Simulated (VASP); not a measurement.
Crystal: AgCl.

```xyz
2
Lattice="3.3956 0.0000 0.0000 0.0000 3.3956 0.0000 0.0000 0.0000 3.3956" Properties=species:S:1:pos:R:3 pbc="T T T"
Ag    0.0000    0.0000    0.0000
Cl    1.6978    1.6978    1.6978
```

Base run:

* Program: VASP 6.6.1
* Functional: PBE
* Potentials or basis: VASP PAW PBE potentials, release 64 (Ag, Cl)
* Cutoff: 520 eV
* k mesh: 6 × 6 × 6
* Occupations: gaussian, width 0.01 eV
* Spin: no spin polarisation

Its results: band gap on the k mesh 0.58 eV, indirect (least direct gap 2.19 eV); pressure 1.5 GPa.

Task: After a change of settings the same cell gave: band gap on the k mesh 1.63 eV, indirect (least direct gap 3.22 eV); pressure 1.3 GPa. Which change was it?
A. functional from PBE to HSE06; k mesh from 6 × 6 × 6 to 4 × 4 × 4
B. functional from PBE to PBE-based global hybrid; k mesh from 6 × 6 × 6 to 4 × 4 × 4
C. functional from PBE to PBE-based screened hybrid; k mesh from 6 × 6 × 6 to 4 × 4 × 4

Result: C.

Caveats: some runs use coarse meshes; the PAW data sets were made with another functional, which shifts forces and pressure a little (some runs).
